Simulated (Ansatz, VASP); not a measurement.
## CdTe in VASP and in Ansatz

Contents of INCAR:

```
SYSTEM = CdTe
ALGO = Normal
EDIFF = 1E-8
ENCUT = 520
GGA = PE
ISIF = 2
ISMEAR = -1
LASPH = .TRUE.
LCHARG = .FALSE.
LEFG = .TRUE.
LREAL = .FALSE.
LWAVE = .FALSE.
NBANDS = 26
NELM = 100
PREC = Accurate
SIGMA = 0.05
```

Contents of KPOINTS:

```
k-points
0
G
  9 9 6
  0 0 0
```

Contents of POSCAR:

```
CdTe
1.0
    3.0855915320     -3.1151036966      0.0000000000
    3.0855915320      3.1151036966      0.0000000000
    0.0000000000      0.0000000000      6.1309886192
Cd Te
2 2
Direct
    0.2770300000      0.7229700000      0.7500000000
    0.7229700000      0.2770300000      0.2500000000
    0.7661370000      0.2338630000      0.7500000000
    0.2338630000      0.7661370000      0.2500000000
```

Input for Ansatz:

```yaml
crystal:
  lattice:
    - [3.085591532, -3.1151036966, 0.0]
    - [3.085591532, 3.1151036966, 0.0]
    - [0.0, 0.0, 6.1309886192]
  atoms:
    - { symbol: Cd, position: [0.27703, 0.72297, 0.75] }
    - { symbol: Cd, position: [0.72297, 0.27703, 0.25] }
    - { symbol: Te, position: [0.766137, 0.233863, 0.75] }
    - { symbol: Te, position: [0.233863, 0.766137, 0.25] }
kpoints:
  mp_grid: { grid: [9, 9, 6] }
scf:
  occupations: { method: fermi_dirac, width: 0.05 }
hamiltonian:
  xc: pbe
  pseudopotentials: { kind: all_electron, datasets: crystal }
output:
  forces: true
  stress: true
  eigenvalues: true
  efg: { contact_densities: true }
```

Change from the starting cell: volume scaled by 1.02, crystal datasets.

Alike in both runs: task electric field gradients; functional PBE; k mesh 9 × 9 × 6; occupations fermi-dirac, width 0.05 eV; no spin polarisation.

```csv
,VASP,Ansatz
version,VASP 6.6.1,Ansatz 0.2.0
potentials or method,"VASP PAW PBE potentials, release 64 (Cd, Te), cutoff 520 eV","all-electron PAW with datasets made for the crystal, scalar-relativistic"
```

```tsv
	VASP	Ansatz	Ansatz less VASP
pressure (GPa)	-1.0	-1.1	-0.13
traceless stress, the component that is largest in VASP (GPa)	0.22	0.22	-0.007
rms of the force components (eV/Å)	0.024	0.026	+0.0014
size of Vzz on the site where it differs most (V/Å²)	9.1	9.8	+0.72
```

Atom by atom the forces differ by 0.002 eV/Å (rms over components). Ansatz ran all-electron here, and VASP with PAW potentials.

Neither program's run includes spin-orbit coupling.
